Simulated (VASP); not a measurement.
Wanted: the native input for a VASP 6.6.1 run.

```yaml
Task: single point
Functional: PBE
Potentials_or_basis: VASP PAW PBE potentials, release 64 (Zn, O_h)
Cutoff: 910 eV
k_mesh: 10 × 10 × 10
Occupations: fermi-dirac, width 0.02 eV
Spin: no spin polarisation
Dipole_correction: no
Second_run: hard_potentials
Further_INCAR_settings: ALGO = Normal; EDIFF = 1e-06; NBANDS = 16
```

The structure of ZnO lies in POSCAR:

```
ZnO
1.0
    0.0000000000      2.1337703963      2.1337703963
    2.1890350496      0.0000000000      2.1337703963
    2.1890350496      2.1337703963      0.0000000000
Zn O
1 1
Direct
    0.0000000000      0.0000000000      0.0000000000
    0.5000000000      0.5000000000      0.5000000000
```

This cell differs from its parent crystal: uniaxial x strain +2.6%.

The input as run:

INCAR

```
SYSTEM = ZnO
PREC = Accurate
ENCUT = 910
EDIFF = 1E-6
ISMEAR = -1
SIGMA = 0.02
LREAL = .FALSE.
LASPH = .TRUE.
NELM = 120
ALGO = Normal
ISIF = 2
LWAVE = .FALSE.
LCHARG = .TRUE.
GGA = PE
LELF = .TRUE.
LVHAR = .TRUE.
NBANDS = 16
GGA_COMPAT = .FALSE.
```

KPOINTS

```
Automatic mesh
0
G
  10 10 10
  0 0 0
```

Potentials or basis: VASP PAW PBE potentials, release 64 (Zn, O_h).

Command:

```console
$ cat potpaw_PBE.64/Zn/POTCAR potpaw_PBE.64/O_h/POTCAR > POTCAR
$ mpirun -np 1 vasp_std > vasp.out
```

Results of the run:

```yaml
Pressure: 4.0 GPa
Band_gap_on_the_k_mesh: 0.73 eV, indirect (least direct gap 2.03 eV)
```

Caveat: the cell differs from its parent crystal (uniaxial x strain +2.6%); the cutoff is under 1.25 times the usual one of these potentials, so pressure, stress and relaxed cells hold a basis-set (Pulay) error.

It took 55 s on 1 thread of Intel(R) Xeon(R) Platinum 8375C CPU @ 2.90GHz (Ice Lake), on a shared host, peak memory 0.22 GiB.
